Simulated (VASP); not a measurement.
# Ga (I4/mmm) in VASP: a series of runs

Ga is run at these levels: LDA; tasks: single point.

Program: VASP 6.6.1. These are calculated values, not measurements. Logs are shortened: lines on timing, memory, paths and dates and some standing lists are left out, and cuts for length are marked.

### 1 The cell of the first run

It takes space group I4/mmm (No. 139, tetragonal). Conventional cell: a = 2.808 Å, b = 2.808 Å, c = 4.592 Å, α = 90.00°, β = 90.00°, γ = 90.00°. Within 3.7 Å of Ga (site symmetry 4/mmm) lie 12 Ga at 2.81 to 3.04 Å.

### 2 Single point, LDA (zz strain of +3 %)

INCAR

```
SYSTEM = Ga
  PREC = Accurate
  ENCUT = 520
  EDIFF = 1E-6
  ISMEAR = -1
  SIGMA = 0.05
  LREAL = .False.
  LASPH = .True.
  NELM = 100
  ALGO = Normal
  ISIF = 2
  LWAVE = .False.
  LCHARG = .False.
  ISYM = 0
  NBANDS = 12
```

KPOINTS

```
regular mesh
0
Gamma
  14 14 16
  0 0 0
```

POSCAR

```
Ga
1.0
   -1.4040000000      1.4040000000      2.2958700000
    1.4040000000     -1.4040000000      2.2958700000
    1.4040000000      1.4040000000     -2.2958700000
Ga
1
Direct
    0.0000000000      0.0000000000      0.0000000000
```

Potentials or basis: VASP PAW LDA potentials, release 64 (Ga_d).

The run is started by

```
> cat potpaw_LDA.64/Ga_d/POTCAR > POTCAR
> mpirun -np 1 vasp_std > vasp.out
```

OUTCAR:

```text
SYSTEM = Ga
   PREC = Accurate
   ENCUT = 520
   EDIFF = 1E-6
   ISMEAR = -1
   LREAL = .False.
   LASPH = .True.
   NELM = 100
   ISIF = 2
   ISYM = 0

 ion  position               nearest neighbor table
   1  0.000  0.000  0.000-

IMPORTANT INFORMATION: All symmetrisations will be switched off!
NOSYMM: (Re-)initialisation of all symmetry stuff for point group C_1.

----------------------------------------------------------------------------------------

                                     Primitive cell

  volume of cell :      18.1026

  direct lattice vectors                    reciprocal lattice vectors
    -1.404000000  1.404000000  2.295870000     0.000000000  0.356125356  0.217782366
     1.404000000 -1.404000000  2.295870000     0.356125356  0.000000000  0.217782366
     1.404000000  1.404000000 -2.295870000     0.356125356  0.356125356  0.000000000

  length of vectors
     3.035366709  3.035366709  3.035366709     0.417437933  0.417437933  0.503637309

  position of ions in fractional coordinates (direct lattice)
     0.000000000  0.000000000  0.000000000

  ion indices of the primitive-cell ions
   primitive index   ion index
                 1           1

----------------------------------------------------------------------------------------

 KPOINTS: regular mesh

Automatic generation of k-mesh.
 Grid dimensions read from file:
 generate k-points for:   14   14   16

 Generating k-lattice:

  Cartesian coordinates                     Fractional coordinates (reciprocal lattice)
     0.000000000  0.025437525  0.015555883     0.071428571  0.000000000 -0.000000000
     0.025437525  0.000000000  0.015555883     0.000000000  0.071428571 -0.000000000
     0.022257835  0.022257835  0.000000000     0.000000000  0.000000000  0.062500000

  Length of vectors
     0.029816995  0.029816995  0.031477332

  Shift w.r.t. Gamma in fractional coordinates (k-lattice)
     0.000000000  0.000000000  0.000000000

 -----------------------------------------------------------------------------
|                                                                             |
|           W    W    AA    RRRRR   N    N  II  N    N   GGGG   !!!           |
|           W    W   A  A   R    R  NN   N  II  NN   N  G    G  !!!           |
|           W    W  A    A  R    R  N N  N  II  N N  N  G       !!!           |
|           W WW W  AAAAAA  RRRRR   N  N N  II  N  N N  G  GGG   !            |
|           WW  WW  A    A  R   R   N   NN  II  N   NN  G    G                |
|           W    W  A    A  R    R  N    N  II  N    N   GGGG   !!!           |
|                                                                             |
|     Your reciprocal lattice and k-lattice belong to different lattice       |
|     classes:                                                                |
|                                                                             |
|        The reciprocal lattice is body-centered tetragonal,                  |
|        whereas your k-lattice is base-centered monoclinic.                  |
|                                                                             |
|     Results are often still useful ...                                      |
|                                                                             |
 -----------------------------------------------------------------------------

 WARNING: IBZKPT: internal override: KBLOWUP is changed to .FALSE.
      ... skipping the blow-up phase ...

 Subroutine IBZKPT returns following result:
 ===========================================

 Found   1572 irreducible k-points:

 Following reciprocal coordinates:
            Coordinates               Weight
  0.000000  0.000000  0.000000      1.000000
  0.071429 -0.000000  0.000000      2.000000
  0.142857 -0.000000  0.000000      2.000000
  0.214286 -0.000000  0.000000      2.000000
  0.285714 -0.000000  0.000000      2.000000
  0.357143  0.000000  0.000000      2.000000
[... 16 lines left out ...]
 -0.000000  0.142857  0.000000      2.000000
  0.071429  0.142857  0.000000      2.000000
 [... further k-points ...]
   k-points           NKPTS =   1572   k-points in BZ     NKDIM =   1572   number of bands    NBANDS=     12
   number of dos      NEDOS =    301   number of ions     NIONS =      1
   total plane-waves  NPLWV =  13824
   dimension x,y,z NGX =    24 NGY =   24 NGZ =   24
   dimension x,y,z NGXF=    48 NGYF=   48 NGZF=   48
   ions per type =               1
   NGX,Y,Z   is equivalent  to a cutoff of  13.14, 13.14, 13.14 a.u.
   NGXF,Y,Z  is equivalent  to a cutoff of  26.29, 26.29, 26.29 a.u.
 SYSTEM =  Ga
   PREC   = accura    normal or accurate (medium, high low for compatibility)
   ISTART =      0    job   : 0-new  1-cont  2-samecut
   ICHARG =      2    charge: 1-file 2-atom 10-const
   ISPIN  =      1    spin polarized calculation?
   LNONCOLLINEAR =      F non collinear calculations
   LSORBIT =      F    spin-orbit coupling
   LASPH  =      T    aspherical Exc in radial PAW
   ENCUT  =  520.0 eV  38.22 Ry    6.18 a.u.   5.64  5.64  5.64*2*pi/ulx,y,z
   NELM   =    100;   NELMIN=  2; NELMDL= -5     # of ELM steps
   EDIFF  = 0.1E-05   stopping-criterion for ELM
   LREAL  =      F    real-space projection
   EDIFFG = 0.1E-04   stopping-criterion for IOM
   NSW    =      0    number of steps for IOM
   IBRION =     -1    ionic relax: 0-MD 1-quasi-New 2-CG
   NFREE  =      0    steps in history (QN), initial steepest desc. (CG)
   ISIF   =      2    stress and relaxation
   ISYM   =      0    0-nonsym 1-usesym 2-fastsym
   POTIM  = 0.5000    time-step for ionic-motion
   TEBEG  =    0.0;   TEEND  =   0.0 temperature during run
   PSTRESS=    0.0 pullay stress
   NELECT =      13.0000    total number of electrons
   NUPDOWN=      -1.0000    fix difference up-down
   EMIN   =  10.00;   EMAX   =-10.00  energy-range for DOS
   EFERMI =   0.00;   METHOD = LEGACY
   ISMEAR =    -1;   SIGMA  =   0.05  broadening in eV -4-tet -1-fermi 0-gaus
   EFERMI_NEDOS =   21; number of points for ismear=-14 and -15
   IALGO  =     38    algorithm
   IMIX   =      4    mixing-type and parameters
     AMIX     =   0.40;   BMIX     =  1.00
     AMIX_MAG =   1.60;   BMIX_MAG =  1.00
  volume/ion in A,a.u.               =      18.10       122.16
  Fermi-wavevector in a.u.,A,eV,Ry     =   1.466027  2.770390 29.242139  2.149237
  Thomas-Fermi vector in A             =   2.581814
   LORBIT       =      0    0 simple, 1 ext, 2 COOP (PROOUT), +10 PAW based schemes
   GGA     = CA    functional components
   LHFCALC =     F    Hartree Fock is set to
   AEXX    =    0.0000 exact exchange contribution
   IVDW    =     0    specifies the selected vdW correction
   LEPSILON=     F    determine dielectric tensor
   LRPA    =     F    only Hartree local field effects (RPA)
 non-spin polarized calculation
  energy-cutoff  :      520.00
  volume of cell :       18.10
 maximum number of plane-waves:       502
   NGX = 11   NGY = 11   NGZ = 11

 number of electron      12.9999992 magnetization

 Free energy of the ion-electron system (eV)
  ---------------------------------------------------
  ext. energy  EPLUGINS =         0.00000000
  ---------------------------------------------------
  free energy    TOTEN  =        -3.55427963 eV

  energy without entropy =       -3.55106920  energy(sigma->0) =       -3.55267441

 E-fermi :   5.6525     XC(G=0): -11.5389

 val. band max:        5.6362896697   @ k =   0.2143   0.4286   0.1250
 cond. band min:       5.6545571176   @ k =   0.0714  -0.3571   0.3125
 fundamental gap:      0.0182674479
 Fermi energy:         5.6525374596

 k-point     1 :       0.0000    0.0000    0.0000
  band No.  band energies     occupation
      1      -9.4474      2.00000
      2      -9.2983      2.00000
      3      -9.2876      2.00000
      4      -9.2865      2.00000
      5      -9.1333      2.00000
      6      -5.6784      2.00000
      7      18.0709      0.00000
      8      18.2545      0.00000
      9      18.2559      0.00000
     10      21.8952      0.00000
     11      22.1997      0.00000
     12      22.7259      0.00000

 k-point     2 :       0.0714   -0.0000    0.0000
  band No.  band energies     occupation
      1      -9.4392      2.00000
      2      -9.2982      2.00000
      3      -9.2873      2.00000
      4      -9.2815      2.00000
      5      -9.1374      2.00000
      6      -5.5424      2.00000
      7      16.6597      0.00000
      8      17.6575      0.00000
      9      18.1292      0.00000
     10      21.0413      0.00000
     11      22.2883      0.00000
     12      23.0837      0.00000

 k-point     3 :       0.1429   -0.0000    0.0000
  band No.  band energies     occupation
      1      -9.4214      2.00000
      2      -9.3117      2.00000
      3      -9.2706      2.00000
      4      -9.2672      2.00000
      5      -9.1477      2.00000
      6      -5.1318      2.00000
      7      13.8221      0.00000
      8      16.7068      0.00000
      9      17.8636      0.00000
     10      20.3630      0.00000
     11      21.5422      0.00000
     12      24.0161      0.00000
[... 286 lines left out ...]
 k-point    23 :      -0.0000    0.1429    0.0000
  band No.  band energies     occupation
      1      -9.4214      2.00000
      2      -9.3117      2.00000
      3      -9.2706      2.00000
      4      -9.2672      2.00000
      5      -9.1477      2.00000
      6      -5.1318      2.00000
      7      13.8221      0.00000
      8      16.7068      0.00000
      9      17.8636      0.00000
     10      20.3630      0.00000
     11      21.5422      0.00000
     12      24.0160      0.00000

 k-point    24 :       0.0714    0.1429    0.0000
  band No.  band energies     occupation
      1      -9.4164      2.00000
      2      -9.3134      2.00000
      3      -9.2754      2.00000
      4      -9.2508      2.00000
      5      -9.1481      2.00000
      6      -4.8442      2.00000
      7      13.1215      0.00000
      8      15.3853      0.00000
      9      17.0561      0.00000
     10      20.4276      0.00000
     11      21.3908      0.00000
     12      23.6001      0.00000

 [... further k-points ...]

------------------------ aborting loop because EDIFF is reached ----------------------------------------

  FORCE on cell =-STRESS in cart. coord.  units (eV):
  Direction    XX          YY          ZZ          XY          YZ          ZX
  --------------------------------------------------------------------------------------
  -------------------------------------------------------------------------------------
  Total       -0.3496612     -0.3496633     -0.3633134     -0.0200594      0.0018506      0.0018495
  in kB      -30.9468528    -30.9470440    -32.1551442     -1.7753623      0.1637910      0.1636908
  external PRESSURE =     -31.3496803 kB  Pullay stress =       0.0000000 kB

 VOLUME and BASIS-vectors are now :
 -----------------------------------------------------------------------------
  energy-cutoff  :      520.00
  volume of cell :       18.10
      direct lattice vectors                 reciprocal lattice vectors
    -1.404000000  1.404000000  2.295870000     0.000000000  0.356125356  0.217782366
     1.404000000 -1.404000000  2.295870000     0.356125356  0.000000000  0.217782366
     1.404000000  1.404000000 -2.295870000     0.356125356  0.356125356  0.000000000

 POSITION                                       TOTAL-FORCE (eV/Angst)
 -----------------------------------------------------------------------------------
      0.00000      0.00000      0.00000        -0.000001      0.000000     -0.000000
 -----------------------------------------------------------------------------------
    total drift:                               -0.000001      0.000000     -0.000000

  FREE ENERGIE OF THE ION-ELECTRON SYSTEM (eV)
  ---------------------------------------------------
  free  energy   TOTEN  =        -3.5542796272 eV

  energy  without entropy=       -3.5510692018  energy(sigma->0) =       -3.55267441
```

It took 78 s on 1 thread of Intel Xeon 6975P-C (Granite Rapids), shared host; peak memory 0.41 GiB.

Results:

- Free energy: -3.5543 eV
- Pressure: -3.1 GPa
- Band gap on the k mesh: zero (an odd number of electrons rules out a gap without spin polarisation)

Stress tensor (GPa, compression positive):
```
-3.09 -0.18  0.02
-0.18 -3.09  0.02
 0.02  0.02 -3.22
```

Caveat: the cell differs from its parent crystal (zz strain of +3 %); the cell stands under tension.

### 3 Single point, LDA (18.28 Å³/atom)

This run uses another cell than the first one, of 18.28 Å³/atom.

INCAR

```
SYSTEM = Ga
PREC = Accurate ; ENCUT = 520
EDIFF = 1E-7 ; ISMEAR = -1
SIGMA = 0.05 ; LREAL = .FALSE.
LASPH = .TRUE. ; NELM = 80
ALGO = Normal ; ISIF = 2
LWAVE = .FALSE. ; LCHARG = .FALSE.
ISYM = 0 ; NBANDS = 12
```

KPOINTS

```
Automatic mesh
0
G
  14 14 16
  0 0 0
```

POSCAR

```
Ga
1.0
   -1.4224758030      1.4224758030      2.2583323111
    1.4224758030     -1.4224758030      2.2583323111
    1.4224758030      1.4224758030     -2.2583323111
Ga
1
Direct
    0.0000000000      0.0000000000      0.0000000000
```

Potentials or basis: VASP PAW LDA potentials, release 64 (Ga_d).

The run is started by

```
> cat potpaw_LDA.64/Ga_d/POTCAR > POTCAR
> mpirun -np 1 vasp_std > vasp.out
```

It took 82 s on 1 thread of Intel Xeon 6975P-C (Granite Rapids), shared host; peak memory 0.41 GiB.

The run converged. Its results:

```yaml
Free_energy: -3.5510 eV
Pressure: -3.7 GPa
Band_gap_on_the_k_mesh: zero (an odd number of electrons rules out a gap without spin polarisation)
```

Stress tensor (GPa, compression positive):
```
-3.67 -0.14  0.11
-0.14 -3.67  0.11
 0.11  0.11 -3.67
```

Levels at points of the mesh, in eV from the Fermi level:
```tsv
k point	band 3	band 4	band 5	band 6	band 7	band 8	band 9	band 10
(0.00, 0.00, 0.00)	-14.98	-14.96	-14.83	-11.29	12.40	12.42	12.42	16.14
(0.50, 0.00, 0.00)	-14.96	-14.80	-14.76	-4.99	-4.06	8.38	11.38	12.62
(0.00, 0.50, 0.00)	-14.96	-14.80	-14.76	-4.99	-4.06	8.38	11.38	12.62
(0.50, 0.50, 0.00)	-14.80	-14.79	-14.69	-2.12	-1.52	3.99	4.90	8.05
(0.00, 0.00, 0.50)	-14.80	-14.79	-14.69	-2.12	-1.52	3.99	4.90	8.05
(0.50, 0.00, 0.50)	-14.96	-14.80	-14.76	-4.99	-4.06	8.38	11.38	12.62
(0.00, 0.50, 0.50)	-14.96	-14.80	-14.76	-4.99	-4.06	8.38	11.38	12.62
(0.50, 0.50, 0.50)	-14.77	-14.76	-14.76	-3.91	-3.48	6.33	6.34	9.73
```

Caveat: the cell stands under tension.

### 4 Single point, LDA (18.63 Å³/atom)

This run uses another cell than the first one, of 18.63 Å³/atom.

INCAR

```
ALGO = Normal
EDIFF = 1E-6
ENCUT = 520
GGA = CA
ISIF = 2
ISMEAR = -1
ISYM = 0
LASPH = T
LCHARG = F
LREAL = F
LWAVE = F
NBANDS = 12
NELM = 60
PREC = Accurate
SIGMA = 0.05
```

KPOINTS

```
k-points
0
Gamma
  14 14 16
```

POSCAR

```
Ga
1.0
   -1.4315364027      1.4315364027      2.2727169812
    1.4315364027     -1.4315364027      2.2727169812
    1.4315364027      1.4315364027     -2.2727169812
Ga
1
Direct
    0.0000000000      0.0000000000      0.0000000000
```

The run is started by

```
> cat potpaw_LDA.64/Ga_d/POTCAR > POTCAR
> mpirun -np 1 vasp_std > vasp.out
```

It took 75 s on 1 thread of Intel Xeon 6975P-C (Granite Rapids), shared host; peak memory 0.41 GiB.

It converged, with:

- Free energy: -3.5421 eV
- Pressure: -4.6 GPa
- Band gap on the k mesh: zero (an odd number of electrons rules out a gap without spin polarisation)

Stress tensor (GPa, compression positive):
```
-4.59 -0.15  0.11
-0.15 -4.59  0.11
 0.11  0.11 -4.58
```

Levels at points of the mesh, in eV from the Fermi level:
```tsv
k point	band 2	band 3	band 4	band 5	band 6	band 7	band 8	band 9	band 10	band 11
(0.00, 0.00, 0.00)	-14.96	-14.96	-14.94	-14.82	-11.14	12.18	12.21	12.21	15.97	16.24
(0.50, 0.00, 0.00)	-15.04	-14.94	-14.79	-14.75	-4.97	-3.96	8.26	11.19	12.48	15.43
(0.00, 0.50, 0.00)	-15.04	-14.94	-14.79	-14.75	-4.97	-3.96	8.26	11.19	12.48	15.43
(0.50, 0.50, 0.00)	-15.12	-14.79	-14.78	-14.68	-2.06	-1.57	3.95	4.85	7.94	8.17
(0.00, 0.00, 0.50)	-15.12	-14.79	-14.78	-14.68	-2.06	-1.57	3.95	4.85	7.94	8.17
(0.50, 0.00, 0.50)	-15.04	-14.94	-14.78	-14.75	-4.97	-3.96	8.26	11.19	12.48	15.43
(0.00, 0.50, 0.50)	-15.04	-14.94	-14.78	-14.75	-4.97	-3.96	8.26	11.19	12.48	15.43
(0.50, 0.50, 0.50)	-15.12	-14.76	-14.75	-14.75	-3.92	-3.39	6.26	6.26	9.65	10.23
```

Caveat: the cell stands under tension.

### 5 Overview

```csv
cell,gap on the mesh (eV),pressure (GPa)
"a = 3.035 Å, angles 124.9, 124.9, 81.7°, 1 atom",none,-3.1
"a = 3.024 Å, angles 123.9, 123.9, 83.4°, 1 atom",none,-3.7
"a = 3.044 Å, angles 123.9, 123.9, 83.4°, 1 atom",none,-4.6
```

Alike in all rows: task single point; level LDA; potentials or basis VASP PAW LDA potentials, release 64 (Ga_d); no spin polarisation; k mesh 14 × 14 × 16; cutoff (eV) 520; smearing fermi-dirac 0.05 eV.

Caveats: the cell stands under tension.

Total energies depend on the potentials used, so only differences within one code and one set of settings carry meaning.

The gap in the log of VASP goes by the Fermi energy; the results here count the filled bands.